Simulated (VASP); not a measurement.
A run of VASP 6.6.1 is set up as follows.

Contents of INCAR:

```
SYSTEM = CdTe
  PREC = Accurate
  ENCUT = 520
  EDIFF = 1E-6
  ISMEAR = 0
  SIGMA = 0.01
  LREAL = .False.
  LASPH = .True.
  NELM = 80
  ALGO = Normal
  ISIF = 2
  LWAVE = .False.
  LCHARG = .False.
  GGA = PE
  NBANDS = 16
```

Contents of KPOINTS:

```
Automatic mesh
0
Gamma
  6 6 6
  0 0 0
```

Contents of POSCAR:

```
CdTe
1.0
    0.0000000000      3.3753227374      3.3753227374
    3.3753227374      0.0000000000      3.3753227374
    3.3753227374      3.3753227374      0.0000000000
Cd Te
1 1
Direct
    0.0000000000      0.0000000000      0.0000000000
    0.2500000000      0.2500000000      0.2500000000
```

Potentials or basis: VASP PAW PBE potentials, release 64 (Cd, Te).

Launch:

```console
$ cat potpaw_PBE.64/Cd/POTCAR potpaw_PBE.64/Te/POTCAR > POTCAR
$ mpirun -np 1 vasp_std > vasp.out
```

(1) Estimate the pressure.

(2) What does it give for the band gap on the k mesh?

## Answers

(1) -1.7 GPa.

(2) 0.41 eV, direct.

Caveat: spin-orbit coupling is left out, which moves the levels of the heavy elements.
